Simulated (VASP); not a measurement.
Wanted: the native input for a VASP 6.6.1 run.

| Quantity | Value |
| --- | --- |
| Task | single point |
| Functional | pbe exchange, lda correlation |
| Potentials or basis | VASP PAW PBE potentials, release 64 (P) |
| Cutoff | 500 eV |
| k mesh | 8 × 8 × 6 |
| Occupations | fermi-dirac, width 0.15 eV |
| Spin | no spin polarisation |
| Dipole correction | no |
| Further INCAR settings | ALGO = Normal; EDIFF = 1e-06; NBANDS = 18 |

The structure of P lies in POSCAR:

```
P
1.0
    1.6694264413     -5.5369543634      0.0000000000
    1.6694264413      5.5369543634      0.0000000000
    0.0000000000      0.0000000000      4.6034271255
P
4
Direct
    0.9041431300      0.0958568700      0.5888151700
    0.0958568700      0.9041431300      0.4111848300
    0.5958568700      0.4041431300      0.0888151700
    0.4041431300      0.5958568700      0.9111848300
```

These files were run (other wordings do the same):

INCAR

```
PREC = Accurate
ENCUT = 500
EDIFF = 1E-6
ISMEAR = -1
SIGMA = 0.15
LREAL = F
LASPH = T
NELM = 120
ALGO = Normal
ISIF = 2
LWAVE = F
LCHARG = T
GGA = LIBXC
LIBXC1 = GGA_X_PBE
LIBXC2 = LDA_C_PW
LELF = T
LVHAR = T
NBANDS = 18
GGA_COMPAT = F
```

KPOINTS

```
regular mesh
0
Gamma
  8 8 6
```

Potentials or basis: VASP PAW PBE potentials, release 64 (P).

Command:

```bash
$ cat potpaw_PBE.64/P/POTCAR > POTCAR
$ mpirun -np 1 vasp_std > vasp.out
```

Results of the run:

```yaml
Pressure: 4.4 GPa
Largest_force: 0.073 eV/Å
Band_gap_on_the_k_mesh: 0.40 eV
```

Caveat: the cell stands under pressure; the PAW data sets were made with another functional, which shifts forces and pressure a little.

Run time: 66 s on 1 thread of Intel(R) Xeon(R) 6975P-C (Granite Rapids), on a shared host, peak memory 0.27 GiB.
